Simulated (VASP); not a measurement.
# Zn33S31 (a cell with a defect) in VASP: single point with PBEsol

Aim: the single point of Zn33S31 (a cell with a defect) with PBEsol.

Program: VASP 6.6.1. These are calculated values, not measurements. Logs are shortened: lines on timing, memory, paths and dates and some standing lists are left out, and cuts for length are marked.

### 1 The cell of the first run

The cell holds a defect, 64 atoms: a = 10.713 Å, b = 10.713 Å, c = 10.713 Å, α = 90.00°, β = 90.00°, γ = 90.00°.

### 2 Single point, PBEsol

Input file INCAR:

```
PREC = Accurate ; ENCUT = 400
EDIFF = 1E-6 ; ISMEAR = -1
SIGMA = 0.05 ; LREAL = Auto
LASPH = True ; NELM = 120
ALGO = Normal ; ISIF = 2
LWAVE = False ; LCHARG = False
GGA = PS ; NELECT = 583.0
ISYM = 0 ; NBANDS = 329
GGA_COMPAT = False
```

Input file KPOINTS:

```
Automatic mesh
0
Gamma
  1 1 1
  0.25 0.25 0.25
```

Input file POSCAR:

```
Zn33S31
1.0
   10.7125360000      0.0000000000      0.0000000000
    0.0000000000     10.7125360000      0.0000000000
    0.0000000000      0.0000000000     10.7125360000
Zn S
33 31
Direct
    0.9956750000      0.0026160000      0.0020790000
    0.9992210000      0.0027290000      0.4980860000
    0.9993910000      0.4987110000      0.0023260000
    0.0067910000      0.4945010000      0.4940400000
    0.5010450000      0.0024840000      0.0018490000
    0.5043880000      0.9938460000      0.4995340000
    0.5044560000      0.5002630000      0.9932640000
    0.4812680000      0.4945230000      0.4938130000
    0.5949690000      0.6233950000      0.6232510000
    0.2504890000      0.2504500000      0.9993450000
    0.2489990000      0.2431110000      0.4975010000
    0.2491990000      0.7527110000      0.0070830000
    0.2479040000      0.7502540000      0.4990780000
    0.7434770000      0.2585410000      0.9919480000
    0.7467270000      0.2513980000      0.4986420000
    0.7470490000      0.7511430000      0.9990240000
    0.7850890000      0.7122620000      0.5416500000
    0.2504980000      0.9999100000      0.2499700000
    0.2492340000      0.0076990000      0.7520660000
    0.2490470000      0.4981220000      0.2425170000
    0.2478570000      0.4996670000      0.7497530000
    0.7433690000      0.9923900000      0.2580850000
    0.7469920000      0.9995400000      0.7506320000
    0.7466920000      0.4991620000      0.2509460000
    0.7843240000      0.5406290000      0.7129970000
    0.9960460000      0.2483090000      0.2478210000
    0.9984700000      0.2489670000      0.7511390000
    0.9982590000      0.7515960000      0.2486060000
    0.0075610000      0.7562560000      0.7558080000
    0.5007630000      0.2478770000      0.2472020000
    0.5044500000      0.2579990000      0.7501240000
    0.5043750000      0.7508680000      0.2574250000
    0.4825440000      0.7559540000      0.7553030000
    0.1249470000      0.1251260000      0.1245960000
    0.1217990000      0.1253790000      0.6247410000
    0.1218130000      0.6254250000      0.1249090000
    0.1230870000      0.6250750000      0.6244820000
    0.6282150000      0.1250230000      0.1243360000
    0.6237070000      0.1253640000      0.6246720000
    0.6237110000      0.6252830000      0.1249050000
    0.3782970000      0.3746390000      0.1205710000
    0.3652090000      0.3678290000      0.6251800000
    0.3786470000      0.8756350000      0.1283880000
    0.3657390000      0.8818670000      0.6234730000
    0.8713550000      0.3742720000      0.1237720000
    0.8806340000      0.3707390000      0.6192540000
    0.8710620000      0.8759160000      0.1257720000
    0.8829420000      0.8813080000      0.6308090000
    0.3783100000      0.1213280000      0.3739830000
    0.3786840000      0.1290600000      0.8749310000
    0.3651910000      0.6257880000      0.3671660000
    0.3657210000      0.6240730000      0.8813560000
    0.8713290000      0.1242840000      0.3737150000
    0.8710390000      0.1263400000      0.8754050000
    0.8804180000      0.6197530000      0.3705130000
    0.8829890000      0.6312550000      0.8808540000
    0.1286280000      0.3692710000      0.3686210000
    0.1225330000      0.3738640000      0.8758330000
    0.1225090000      0.8763320000      0.3733150000
    0.1290340000      0.8815140000      0.8808740000
    0.6203480000      0.3737400000      0.3732490000
    0.6341100000      0.3925930000      0.8581010000
    0.6339000000      0.8587550000      0.3919090000
    0.6207490000      0.8755940000      0.8750980000
```

Potentials or basis: VASP PAW PBE potentials, release 64 (Zn, S).

Run with:

```console
$ cat potpaw_PBE.64/Zn/POTCAR potpaw_PBE.64/S/POTCAR > POTCAR
$ mpirun -np 1 vasp_std > vasp.out
```

OUTCAR:

```text
PREC = Accurate
   ENCUT = 400
   EDIFF = 1E-6
   ISMEAR = -1
   LREAL = Auto
   LASPH = True
   NELM = 120
   ISIF = 2
   GGA = PS
   NELECT = 583.0
   ISYM = 0

 ion  position               nearest neighbor table
   1  0.996  0.003  0.002-  34 2.32  47 2.32  54 2.32  60 2.33
   2  0.999  0.003  0.498-  48 2.29  35 2.30  53 2.31  59 2.32
   3  0.999  0.499  0.002-  56 2.29  36 2.30  45 2.31  58 2.32
   4  0.007  0.495  0.494-  57 2.30  46 2.32  55 2.32  37 2.34
   5  0.501  0.002  0.002-  38 2.30  64 2.31  43 2.32  50 2.32
   6  0.504  0.994  0.500-  63 2.31  44 2.33  39 2.33  49 2.34
[... 8 lines left out ...]
  15  0.747  0.251  0.499-  61 2.31  46 2.32  39 2.32  53 2.33
  16  0.747  0.751  0.999-  64 2.32  56 2.32  40 2.32  47 2.32
  17  0.785  0.712  0.542-  48 2.30  55 2.32   9 2.41  25 2.60  63 2.77
  18  0.250  1.000  0.250-  49 2.31  43 2.31  59 2.32  34 2.33
  19  0.249  0.008  0.752-  44 2.30  35 2.31  50 2.31  60 2.32
  20  0.249  0.498  0.243-  51 2.28  36 2.30  41 2.32  57 2.32
  21  0.248  0.500  0.750-  42 2.31  52 2.31  37 2.32  58 2.33
  22  0.743  0.992  0.258-  53 2.33  47 2.33  63 2.34  38 2.37
  23  0.747  1.000  0.751-  64 2.32  48 2.32  39 2.32  54 2.32
  24  0.747  0.499  0.251-  61 2.31  55 2.32  40 2.32  45 2.33
  25  0.784  0.541  0.713-  56 2.30  46 2.32   9 2.41  17 2.60  62 2.74
  26  0.996  0.248  0.248-  53 2.32  57 2.32  45 2.32  34 2.32
  27  0.998  0.249  0.751-  46 2.30  35 2.31  58 2.31  54 2.32
  28  0.998  0.752  0.249-  55 2.30  36 2.31  59 2.31  47 2.32
  29  0.008  0.756  0.756-  60 2.30  56 2.32  48 2.32  37 2.34
  30  0.501  0.248  0.247-  61 2.30  38 2.31  49 2.32  41 2.32
  31  0.504  0.258  0.750-  62 2.31  42 2.32  39 2.34  50 2.35
[... 31 lines left out ...]
  63  0.634  0.859  0.392-  32 2.31   6 2.31  22 2.34  17 2.77
  64  0.621  0.876  0.875-   5 2.31  23 2.32  16 2.32  33 2.34

IMPORTANT INFORMATION: All symmetrisations will be switched off!
NOSYMM: (Re-)initialisation of all symmetry stuff for point group C_1.

----------------------------------------------------------------------------------------

                                     Primitive cell

  volume of cell :    1229.3538

  direct lattice vectors                    reciprocal lattice vectors
    10.712536000  0.000000000  0.000000000     0.093348578  0.000000000  0.000000000
     0.000000000 10.712536000  0.000000000     0.000000000  0.093348578  0.000000000
     0.000000000  0.000000000 10.712536000     0.000000000  0.000000000  0.093348578

  length of vectors
    10.712536000 10.712536000 10.712536000     0.093348578  0.093348578  0.093348578

  position of ions in fractional coordinates (direct lattice)
     0.995675000  0.002616000  0.002079000
     0.999221000  0.002729000  0.498086000
     0.999391000  0.498711000  0.002326000
     0.006791000  0.494501000  0.494040000
     0.501045000  0.002484000  0.001849000
     0.504388000  0.993846000  0.499534000
[... 56 lines left out ...]
     0.633900000  0.858755000  0.391909000
     0.620749000  0.875594000  0.875098000

  ion indices of the primitive-cell ions
   primitive index   ion index
                 1           1
                 2           2
                 3           3
                 4           4
                 5           5
                 6           6
[... 56 lines left out ...]
                63          63
                64          64

----------------------------------------------------------------------------------------

 KPOINTS: Automatic mesh

Automatic generation of k-mesh.
 Grid dimensions read from file:
 generate k-points for:    1    1    1

 Generating k-lattice:

  Cartesian coordinates                     Fractional coordinates (reciprocal lattice)
     0.093348578  0.000000000  0.000000000     1.000000000  0.000000000  0.000000000
     0.000000000  0.093348578  0.000000000     0.000000000  1.000000000  0.000000000
     0.000000000  0.000000000  0.093348578     0.000000000  0.000000000  1.000000000

  Length of vectors
     0.093348578  0.093348578  0.093348578

  Shift w.r.t. Gamma in fractional coordinates (k-lattice)
     0.250000000  0.250000000  0.250000000

 Subroutine IBZKPT returns following result:
 ===========================================

 Found      4 irreducible k-points:

 Following reciprocal coordinates:
            Coordinates               Weight
  0.250000  0.250000  0.250000      2.000000
 -0.250000  0.250000  0.250000      2.000000
 -0.250000 -0.250000  0.250000      2.000000
  0.250000 -0.250000  0.250000      2.000000
   k-points           NKPTS =      4   k-points in BZ     NKDIM =      4   number of bands    NBANDS=    329
   number of dos      NEDOS =    301   number of ions     NIONS =     64
   total plane-waves  NPLWV = 343000
   dimension x,y,z NGX =    70 NGY =   70 NGZ =   70
   dimension x,y,z NGXF=   140 NGYF=  140 NGZF=  140
   ions per type =              33  31
   NGX,Y,Z   is equivalent  to a cutoff of  10.86, 10.86, 10.86 a.u.
   NGXF,Y,Z  is equivalent  to a cutoff of  21.73, 21.73, 21.73 a.u.
 SYSTEM =  unknown system
   PREC   = accura    normal or accurate (medium, high low for compatibility)
   ISTART =      0    job   : 0-new  1-cont  2-samecut
   ICHARG =      2    charge: 1-file 2-atom 10-const
   ISPIN  =      1    spin polarized calculation?
   LNONCOLLINEAR =      F non collinear calculations
   LSORBIT =      F    spin-orbit coupling
   LASPH  =      T    aspherical Exc in radial PAW
   ENCUT  =  400.0 eV  29.40 Ry    5.42 a.u.  17.47 17.47 17.47*2*pi/ulx,y,z
   NELM   =    120;   NELMIN=  2; NELMDL= -5     # of ELM steps
   EDIFF  = 0.1E-05   stopping-criterion for ELM
   LREAL  =      T    real-space projection
   EDIFFG = 0.1E-04   stopping-criterion for IOM
   NSW    =      0    number of steps for IOM
   IBRION =     -1    ionic relax: 0-MD 1-quasi-New 2-CG
   NFREE  =      0    steps in history (QN), initial steepest desc. (CG)
   ISIF   =      2    stress and relaxation
   ISYM   =      0    0-nonsym 1-usesym 2-fastsym
   POTIM  = 0.5000    time-step for ionic-motion
   TEBEG  =    0.0;   TEEND  =   0.0 temperature during run
   PSTRESS=    0.0 pullay stress
   NELECT =     583.0000    total number of electrons
   NUPDOWN=      -1.0000    fix difference up-down
   EMIN   =  10.00;   EMAX   =-10.00  energy-range for DOS
   EFERMI =   0.00;   METHOD = LEGACY
   ISMEAR =    -1;   SIGMA  =   0.05  broadening in eV -4-tet -1-fermi 0-gaus
   EFERMI_NEDOS =   21; number of points for ismear=-14 and -15
   IALGO  =     38    algorithm
   IMIX   =      4    mixing-type and parameters
     AMIX     =   0.40;   BMIX     =  1.00
     AMIX_MAG =   1.60;   BMIX_MAG =  1.00
  volume/ion in A,a.u.               =      19.21       129.63
  Fermi-wavevector in a.u.,A,eV,Ry     =   1.276651  2.412520 22.175275  1.629837
  Thomas-Fermi vector in A             =   2.409295
   LORBIT       =      0    0 simple, 1 ext, 2 COOP (PROOUT), +10 PAW based schemes
   GGA     = PS    functional components
   LHFCALC =     F    Hartree Fock is set to
   AEXX    =    0.0000 exact exchange contribution
   IVDW    =     0    specifies the selected vdW correction
   LEPSILON=     F    determine dielectric tensor
   LRPA    =     F    only Hartree local field effects (RPA)
 non-spin polarized calculation
  energy-cutoff  :      400.00
  volume of cell :     1229.35
 maximum number of plane-waves:     22331
 NGX is ok and might be reduce to    70
   NGX = 35   NGY = 35   NGZ = 35

 number of electron     583.0000174 magnetization

 Free energy of the ion-electron system (eV)
  ---------------------------------------------------
  ext. energy  EPLUGINS =         0.00000000
  ---------------------------------------------------
  free energy    TOTEN  =      -231.01860198 eV

  energy without entropy =     -230.97134039  energy(sigma->0) =     -230.99497118

 E-fermi :   4.2493     XC(G=0): -10.0081

 val. band max:        4.1827798175   @ k =   0.2500   0.2500   0.2500
 cond. band min:       4.3258975418   @ k =  -0.2500  -0.2500   0.2500
 fundamental gap:      0.1431177243
 Fermi energy:         4.2492682593

 k-point     1 :       0.2500    0.2500    0.2500
  band No.  band energies     occupation
      1     -11.0521      2.00000
      2     -10.7592      2.00000
      3     -10.7581      2.00000
      4     -10.7187      2.00000
      5     -10.5223      2.00000
      6     -10.4958      2.00000
[... 295 lines left out ...]
    302       6.2156      0.00000
    303       6.2330      0.00000

 k-point     2 :      -0.2500    0.2500    0.2500
  band No.  band energies     occupation
      1     -11.0520      2.00000
      2     -10.7642      2.00000
      3     -10.7581      2.00000
      4     -10.7135      2.00000
      5     -10.5259      2.00000
      6     -10.4947      2.00000
[... 295 lines left out ...]
    302       6.2173      0.00000
    303       6.2327      0.00000

 k-point     3 :      -0.2500   -0.2500    0.2500
  band No.  band energies     occupation
      1     -11.0513      2.00000
      2     -10.7814      2.00000
      3     -10.7484      2.00000
      4     -10.7024      2.00000
      5     -10.5291      2.00000
      6     -10.5201      2.00000
[... 295 lines left out ...]
    302       6.2179      0.00000
    303       6.2247      0.00000

 k-point     4 :       0.2500   -0.2500    0.2500
  band No.  band energies     occupation
      1     -11.0513      2.00000
      2     -10.7814      2.00000
      3     -10.7482      2.00000
      4     -10.7026      2.00000
      5     -10.5292      2.00000
      6     -10.5199      2.00000
[... 295 lines left out ...]
    302       6.2173      0.00000
    303       6.2243      0.00000
 [bands above 303 left out]

------------------------ aborting loop because EDIFF is reached ----------------------------------------

  FORCE on cell =-STRESS in cart. coord.  units (eV):
  Direction    XX          YY          ZZ          XY          YZ          ZX
  --------------------------------------------------------------------------------------
  -------------------------------------------------------------------------------------
  Total       15.1744788      9.3655121      9.3712053      0.8957468      5.7761893      0.9880417
  in kB       19.7764112     12.2057713     12.2131911      1.1673980      7.5279221      1.2876830
  external PRESSURE =      14.7317912 kB  Pullay stress =       0.0000000 kB

 VOLUME and BASIS-vectors are now :
 -----------------------------------------------------------------------------
  energy-cutoff  :      400.00
  volume of cell :     1229.35
      direct lattice vectors                 reciprocal lattice vectors
    10.712536000  0.000000000  0.000000000     0.093348578  0.000000000  0.000000000
     0.000000000 10.712536000  0.000000000     0.000000000  0.093348578  0.000000000
     0.000000000  0.000000000 10.712536000     0.000000000  0.000000000  0.093348578

 POSITION                                       TOTAL-FORCE (eV/Angst)
 -----------------------------------------------------------------------------------
     10.66620      0.02802      0.02227        -0.018085     -0.022418     -0.022638
     10.70419      0.02923      5.33576        -0.006063     -0.021658     -0.031002
     10.70601      5.34246      0.02492        -0.011325     -0.035332     -0.021156
      0.07275      5.29736      5.29242        -0.033405     -0.017471     -0.017172
      5.36746      0.02661      0.01981        -0.008260     -0.020338     -0.020594
      5.40327     10.64661      5.35128        -0.014153     -0.033099     -0.021116
[... 56 lines left out ...]
      6.79068      9.19944      4.19834         0.015912      0.002680      0.005584
      6.64980      9.37983      9.37452         0.019418      0.040847      0.038962
 -----------------------------------------------------------------------------------
    total drift:                                0.003716      0.005111      0.002988

  FREE ENERGIE OF THE ION-ELECTRON SYSTEM (eV)
  ---------------------------------------------------
  free  energy   TOTEN  =      -231.0186019781 eV

  energy  without entropy=     -230.9713403869  energy(sigma->0) =     -230.99497118
```

It took 1.6 h on 1 thread of AMD EPYC 7R13, shared host; peak memory 1.1 GiB.

What came out:

```yaml
Free_energy: -231.0186 eV
Largest_force: 0.130 eV/Å
```

Forces on the atoms (eV/Å):
```
Zn  -0.018 -0.022 -0.023
Zn  -0.006 -0.022 -0.031
Zn  -0.011 -0.035 -0.021
Zn  -0.033 -0.017 -0.017
Zn  -0.008 -0.020 -0.021
Zn  -0.014 -0.033 -0.021
Zn  -0.013 -0.018 -0.032
Zn  -0.016 -0.049 -0.047
Zn  -0.019  0.093  0.089
Zn  -0.015 -0.013 -0.014
Zn  -0.031 -0.034 -0.033
Zn  -0.007 -0.031 -0.022
Zn  -0.015  0.010  0.001
Zn  -0.016 -0.005 -0.029
Zn  -0.008 -0.016  0.001
Zn  -0.024 -0.006  0.002
Zn  -0.009 -0.050 -0.043
Zn  -0.016 -0.014 -0.013
Zn  -0.006 -0.027 -0.033
Zn  -0.033 -0.036 -0.037
Zn  -0.012  0.001  0.007
Zn  -0.019 -0.028 -0.011
Zn  -0.023  0.001 -0.003
Zn  -0.007  0.001 -0.017
Zn  -0.006 -0.039 -0.048
Zn  -0.014 -0.014 -0.018
Zn  -0.032 -0.008 -0.023
Zn  -0.030 -0.022 -0.009
Zn   0.012 -0.002 -0.003
Zn  -0.017 -0.026 -0.028
Zn   0.005 -0.011 -0.003
Zn   0.005  0.001 -0.016
Zn   0.007 -0.066 -0.061
S    0.009  0.018  0.017
S    0.012  0.020  0.019
S    0.012  0.020  0.024
S    0.011  0.015  0.020
S    0.005  0.014  0.021
S    0.012  0.020  0.022
S    0.013  0.019  0.017
S    0.012  0.019  0.018
S    0.026  0.023  0.026
S    0.020  0.000  0.023
S   -0.005  0.020  0.034
S    0.015  0.027  0.020
S    0.046 -0.002  0.024
S    0.027  0.024  0.017
S   -0.007  0.022  0.022
S    0.007  0.011  0.021
S    0.022  0.020  0.004
S    0.030  0.027  0.025
S   -0.003  0.037  0.012
S    0.013  0.018  0.023
S    0.031  0.011  0.020
S    0.049  0.027 -0.004
S   -0.004  0.021  0.024
S    0.014  0.014  0.017
S    0.018  0.018  0.013
S    0.019  0.014  0.018
S    0.010  0.012  0.014
S   -0.011  0.023  0.022
S    0.010  0.003  0.001
S    0.016  0.003  0.006
S    0.019  0.041  0.039
```

Levels at points of the mesh, in eV from the Fermi level:
| k point | band 287 | band 288 | band 289 | band 290 | band 291 | band 292 | band 293 | band 294 | band 295 | band 296 |
| --- | --- | --- | --- | --- | --- | --- | --- | --- | --- | --- |
| (0.25, 0.25, 0.25) | -2.68 | -2.60 | -2.31 | -2.30 | -0.91 | -0.07 | 0.62 | 0.97 | 1.21 | 1.35 |

Caveat: the cell carries a net charge on a neutralising background, which shifts energy and pressure; the cell is charged against a uniform background, so pressure and absolute levels hang on convention; the PAW data sets were made with another functional, which shifts forces and pressure a little; an odd number of electrons without spin polarisation forces a metal; a magnetic or distorted state may lie lower.
